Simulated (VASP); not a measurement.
# Mg (P6_3/mmc) in VASP: a series of runs

Runs on Mg. Level: PBE. Tasks: single point.

All numbers are computed with VASP 6.6.1; they aren't measurements. Logs are shortened: lines on timing, memory, paths and dates and some standing lists are left out, and cuts for length are marked.

## (1) The cell of the first run

Symmetry: P6_3/mmc, No. 194, hexagonal system. The conventional cell has a = 3.300 Å, b = 3.300 Å, c = 4.929 Å, α = 90.00°, β = 90.00°, γ = 120.00°. Within 4.1 Å of Mg (site symmetry -6m2) lie 12 Mg at 3.11 to 3.30 Å.

## (2) Single point, PBE

The input, INCAR:

```
SYSTEM = Mg
PREC = Accurate
ENCUT = 520
EDIFF = 1E-7
ISMEAR = 0
SIGMA = 0.15
LREAL = .FALSE.
LASPH = .TRUE.
NELM = 100
ALGO = Normal
ISIF = 2
LWAVE = .FALSE.
LCHARG = .FALSE.
GGA = PE
NBANDS = 9
```

The input, KPOINTS:

```
regular mesh
0
G
  18 18 10
  0 0 0
```

The input, POSCAR:

```
Mg
1.0
    3.2997207515      0.0000000000      0.0000000000
   -1.6498603757      2.8576419962      0.0000000000
    0.0000000000      0.0000000000      4.9286023762
Mg
2
Direct
    0.3333333333      0.6666666667      0.2500000000
    0.6666666667      0.3333333333      0.7500000000
```

Potentials or basis: VASP PAW PBE potentials, release 64 (Mg).

On the command line:

```bash
$ cat potpaw_PBE.64/Mg/POTCAR > POTCAR
$ mpirun -np 1 vasp_std > vasp.out
```

OUTCAR:

```text
SYSTEM = Mg
   PREC = Accurate
   ENCUT = 520
   EDIFF = 1E-7
   ISMEAR = 0
   LREAL = .FALSE.
   LASPH = .TRUE.
   NELM = 100
   ISIF = 2
   GGA = PE

 ion  position               nearest neighbor table
   1  0.333  0.667  0.250-   2 3.11   2 3.11   2 3.11   2 3.11   2 3.11   2 3.11
   2  0.667  0.333  0.750-   1 3.11   1 3.11   1 3.11   1 3.11   1 3.11   1 3.11

  LATTYP: Found a hexagonal cell.
 ALAT       =     3.2997207515
 C/A-ratio  =     1.4936422647

  Lattice vectors:

 A1 = (   3.2997207515,   0.0000000000,   0.0000000000)
 A2 = (  -1.6498603757,   2.8576419962,   0.0000000000)
 A3 = (   0.0000000000,   0.0000000000,   4.9286023762)

Analysis of symmetry for initial positions (statically):
=====================================================================
 Subroutine PRICEL returns:
 Original cell was already a primitive cell.

 Routine SETGRP: Setting up the symmetry group for a
 hexagonal supercell.

 Subroutine GETGRP returns: Found 24 space group operations
 (whereof 12 operations were pure point group operations)
 out of a pool of 24 trial point group operations.

The static configuration has the point symmetry D_3d.
 The point group associated with its full space group is D_6h.

Analysis of symmetry for dynamics (positions and initial velocities):
=====================================================================
 Subroutine PRICEL returns:
 Original cell was already a primitive cell.

 Routine SETGRP: Setting up the symmetry group for a
 hexagonal supercell.

 Subroutine GETGRP returns: Found 24 space group operations
 (whereof 12 operations were pure point group operations)
 out of a pool of 24 trial point group operations.

The dynamic configuration has the point symmetry D_3d.
 The point group associated with its full space group is D_6h.

 Subroutine INISYM returns: Found 24 space group operations
 (whereof 12 operations are pure point group operations),
 and found     1 'primitive' translations

----------------------------------------------------------------------------------------

                                     Primitive cell

  volume of cell :      46.4739

  direct lattice vectors                    reciprocal lattice vectors
     3.299720752  0.000000000  0.000000000     0.303055948  0.174969433  0.000000000
    -1.649860376  2.857641996  0.000000000     0.000000000  0.349938866  0.000000000
     0.000000000  0.000000000  4.928602376     0.000000000  0.000000000  0.202897277

  length of vectors
     3.299720752  3.299720751  4.928602376     0.349938866  0.349938866  0.202897277

[... 83 lines left out ...]
   NSW    =      0    number of steps for IOM
   IBRION =     -1    ionic relax: 0-MD 1-quasi-New 2-CG
   NFREE  =      0    steps in history (QN), initial steepest desc. (CG)
   ISIF   =      2    stress and relaxation
   ISYM   =      2    0-nonsym 1-usesym 2-fastsym
   POTIM  = 0.5000    time-step for ionic-motion
   TEBEG  =    0.0;   TEEND  =   0.0 temperature during run
   PSTRESS=    0.0 pullay stress
   NELECT =       4.0000    total number of electrons
   NUPDOWN=      -1.0000    fix difference up-down
   EMIN   =  10.00;   EMAX   =-10.00  energy-range for DOS
   EFERMI =   0.00;   METHOD = LEGACY
   ISMEAR =     0;   SIGMA  =   0.15  broadening in eV -4-tet -1-fermi 0-gaus
   EFERMI_NEDOS =   21; number of points for ismear=-14 and -15
   IALGO  =     38    algorithm
   IMIX   =      4    mixing-type and parameters
     AMIX     =   0.40;   BMIX     =  1.00
     AMIX_MAG =   1.60;   BMIX_MAG =  1.00
  volume/ion in A,a.u.               =      23.24       156.81
  Fermi-wavevector in a.u.,A,eV,Ry     =   0.722812  1.365916  7.108458  0.522457
  Thomas-Fermi vector in A             =   1.812869
   LORBIT       =      0    0 simple, 1 ext, 2 COOP (PROOUT), +10 PAW based schemes
   GGA     = PE    functional components
   LHFCALC =     F    Hartree Fock is set to
   AEXX    =    0.0000 exact exchange contribution
   IVDW    =     0    specifies the selected vdW correction
   LEPSILON=     F    determine dielectric tensor
   LRPA    =     F    only Hartree local field effects (RPA)
 non-spin polarized calculation
 Gauss-broadening in eV      SIGMA  =   0.15
  energy-cutoff  :      520.00
  volume of cell :       46.47
 maximum number of plane-waves:      1271
 NGX is ok and might be reduce to    28

 number of electron       4.0000000 magnetization

 Free energy of the ion-electron system (eV)
  ---------------------------------------------------
  ext. energy  EPLUGINS =         0.00000000
  ---------------------------------------------------
  free energy    TOTEN  =        -2.98816796 eV

  energy without entropy =       -2.97931169  energy(sigma->0) =       -2.98373982

 E-fermi :   2.5884     XC(G=0):  -8.4509

 val. band max:        2.5821189557   @ k =   0.2778   0.1111   0.1000
 cond. band min:       2.5982744391   @ k =   0.1667   0.0000   0.0000
 fundamental gap:      0.0161554834
 Fermi energy:         2.5884299505

 k-point     1 :       0.0000    0.0000    0.0000
  band No.  band energies     occupation
      1      -4.3106      2.00000
      2       1.3746      2.00000
      3       2.1135      1.99999
      4      12.4650      0.00000
      5      12.4650      0.00000
      6      12.5768      0.00000
      7      12.5768      0.00000
      8      14.2562      0.00000
      9      15.0008      0.00000
[... 265 lines left out ...]
 k-point    24 :       0.3889    0.1111    0.0000
  band No.  band energies     occupation
      1      -0.5640      2.00000
      2       1.3821      2.00000
      3       4.8332      0.00000
      4       5.5026      0.00000
      5       6.4812      0.00000
      6       6.7600      0.00000
      7       8.2487      0.00000
      8      11.4733      0.00000
      9      12.3669      0.00000

 [... further k-points ...]
[... 5 lines left out ...]
  --------------------------------------------------------------------------------------
  -------------------------------------------------------------------------------------
  Total       -0.4675983     -0.4675983      0.6764743     -0.0000000      0.0000000      0.0000000
  in kB      -16.1203587    -16.1203587     23.3213177     -0.0000000      0.0000000      0.0000000
  external PRESSURE =      -2.9731332 kB  Pullay stress =       0.0000000 kB

 VOLUME and BASIS-vectors are now :
 -----------------------------------------------------------------------------
  energy-cutoff  :      520.00
  volume of cell :       46.47
      direct lattice vectors                 reciprocal lattice vectors
     3.299720752  0.000000000  0.000000000     0.303055948  0.174969433  0.000000000
    -1.649860376  2.857641996  0.000000000     0.000000000  0.349938866  0.000000000
     0.000000000  0.000000000  4.928602376     0.000000000  0.000000000  0.202897277

 POSITION                                       TOTAL-FORCE (eV/Angst)
 -----------------------------------------------------------------------------------
     -0.00000      1.90509      1.23215        -0.000000      0.000000      0.000000
      1.64986      0.95255      3.69645         0.000000     -0.000000      0.000000
 -----------------------------------------------------------------------------------
    total drift:                               -0.000000      0.000000     -0.000000

  FREE ENERGIE OF THE ION-ELECTRON SYSTEM (eV)
  ---------------------------------------------------
  free  energy   TOTEN  =        -2.9881679618 eV

  energy  without entropy=       -2.9793116868  energy(sigma->0) =       -2.98373982
```

OSZICAR:

```text
N       E                     dE             d eps       ncg     rms          rms(c)
DAV:   1    -0.215860724305E+00   -0.21586E+00   -0.12769E+03  3996   0.313E+02
DAV:   2    -0.296153429737E+01   -0.27457E+01   -0.26583E+01  5249   0.270E+01
DAV:   3    -0.300097520413E+01   -0.39441E-01   -0.39194E-01  5376   0.275E+00
DAV:   4    -0.300108324580E+01   -0.10804E-03   -0.10803E-03  5056   0.138E-01
DAV:   5    -0.300108370870E+01   -0.46290E-06   -0.46281E-06  5118   0.855E-03    0.962E-01
DAV:   6    -0.299537547583E+01    0.57082E-02   -0.61432E-04  4471   0.194E-01    0.617E-01
DAV:   7    -0.298815548020E+01    0.72200E-02   -0.24148E-03  4183   0.339E-01    0.345E-02
DAV:   8    -0.298816940001E+01   -0.13920E-04   -0.17700E-05  5798   0.250E-02    0.778E-03
DAV:   9    -0.298816826873E+01    0.11313E-05   -0.12439E-06  4458   0.551E-03    0.639E-04
DAV:  10    -0.298816801385E+01    0.25488E-06   -0.59440E-09  3328   0.459E-04    0.162E-04
DAV:  11    -0.298816796179E+01    0.52061E-07   -0.77662E-10  2281   0.182E-04
   1 F= -.29881680E+01 E0= -.29837398E+01  d E =-.885628E-02
```

Run time: 42 s. Hardware: 1 thread of Intel Xeon Platinum 8488C (Sapphire Rapids), shared host; peak memory 0.23 GiB.

Results:

| Quantity | Value |
| --- | --- |
| Free energy | -2.9882 eV |
| Pressure | -0.3 GPa |
| Band gap on the k mesh | zero (band 2 reaches 3.75 eV, above the bottom of band 3 at 1.74 eV) |

## (3) Single point, PBE

This run uses another cell than the first one, of the same volume but with other edges.

The input, INCAR:

```
  ALGO = Fast
  EDIFF = 1E-6
  ENCUT = 520
  GGA = PE
  ISIF = 2
  ISMEAR = 0
  LASPH = True
  LCHARG = True
  LELF = True
  LREAL = False
  LVHAR = True
  LWAVE = False
  NBANDS = 9
  NELM = 80
  PREC = Accurate
  SIGMA = 0.15
```

The input, KPOINTS:

```
k-points
0
Gamma
  18 18 10
```

The input, POSCAR:

```
Mg
1.0
    3.1089153849      0.0000000000      0.0000000000
   -1.5544576924      2.6923997016      0.0000000000
    0.0000000000      0.0000000000      5.5521393023
Mg
2
Direct
    0.3333333333      0.6666666667      0.2500000000
    0.6666666667      0.3333333333      0.7500000000
```

Potentials or basis: VASP PAW PBE potentials, release 64 (Mg).

On the command line:

```bash
$ cat potpaw_PBE.64/Mg/POTCAR > POTCAR
$ mpirun -np 1 vasp_std > vasp.out
```

OUTCAR:

```text
EDIFF = 1E-6
   ENCUT = 520
   GGA = PE
   ISIF = 2
   ISMEAR = 0
   LASPH = True
   LREAL = False
   NELM = 80
   PREC = Accurate

 ion  position               nearest neighbor table
   1  0.333  0.667  0.250-   2 3.31   2 3.31   2 3.31   2 3.31   2 3.31   2 3.31
   2  0.667  0.333  0.750-   1 3.31   1 3.31   1 3.31   1 3.31   1 3.31   1 3.31

  LATTYP: Found a hexagonal cell.
 ALAT       =     3.1089153849
 C/A-ratio  =     1.7858766209

  Lattice vectors:

 A1 = (   3.1089153849,   0.0000000000,   0.0000000000)
[... 470 lines left out ...]
      5       6.4718      0.00000
      6       6.6297      0.00000
      7       8.3706      0.00000
      8      12.0270      0.00000
      9      12.3129      0.00000

 [... further k-points ...]
[... 5 lines left out ...]
  --------------------------------------------------------------------------------------
  -------------------------------------------------------------------------------------
  Total        0.3912217      0.3912217     -0.8744982      0.0000000      0.0000000     -0.0000000
  in kB       13.4872927     13.4872927    -30.1481517      0.0000000      0.0000000     -0.0000000
  external PRESSURE =      -1.0578554 kB  Pullay stress =       0.0000000 kB

 VOLUME and BASIS-vectors are now :
 -----------------------------------------------------------------------------
  energy-cutoff  :      520.00
  volume of cell :       46.47
      direct lattice vectors                 reciprocal lattice vectors
     3.108915385  0.000000000  0.000000000     0.321655586  0.185707939  0.000000000
    -1.554457692  2.692399702  0.000000000     0.000000000  0.371415878  0.000000000
     0.000000000  0.000000000  5.552139302     0.000000000  0.000000000  0.180110755

 POSITION                                       TOTAL-FORCE (eV/Angst)
 -----------------------------------------------------------------------------------
     -0.00000      1.79493      1.38803         0.000000      0.000000      0.000000
      1.55446      0.89747      4.16410        -0.000000     -0.000000      0.000000
 -----------------------------------------------------------------------------------
    total drift:                               -0.000000      0.000000     -0.000000

  FREE ENERGIE OF THE ION-ELECTRON SYSTEM (eV)
  ---------------------------------------------------
  free  energy   TOTEN  =        -2.9746935586 eV

  energy  without entropy=       -2.9632237754  energy(sigma->0) =       -2.96895867
```

stdout:

```text
POSCAR found type information on POSCAR Mg
 POSCAR found :  1 types and       2 ions
 scaLAPACK will be used
 LDA part: xc-table for (Slater+PW92), standard interpolation
 POSCAR, INCAR and KPOINTS ok, starting setup
 FFT: planning ... GRIDC
 FFT: planning ... GRID_SOFT
 FFT: planning ... GRID
 WAVECAR not read
 entering main loop
```

It took 26 s on 1 thread of Intel Xeon Platinum 8488C (Sapphire Rapids), shared host; peak memory 0.22 GiB.

Results:

| Property | Result |
| --- | --- |
| Free energy | -2.9747 eV |
| Pressure | -0.1 GPa |
| Band gap on the k mesh | zero (band 2 reaches 3.48 eV, above the bottom of band 3 at 0.48 eV) |

Levels at points of the mesh, in eV from the Fermi level:
```tsv
k point	band 1	band 2	band 3	band 4	band 5	band 6	band 7
(0.00, 0.00, 0.00)	-6.88	-2.10	-2.09	10.59	11.76	11.88	11.88
(0.50, 0.00, 0.00)	-1.88	-1.77	2.59	2.64	2.88	3.25	7.78
(0.00, 0.00, 0.50)	-5.66	-5.66	3.63	3.63	12.52	12.52	12.52
(0.50, 0.00, 0.50)	-0.98	-0.98	-0.26	-0.26	7.75	7.75	8.41
```
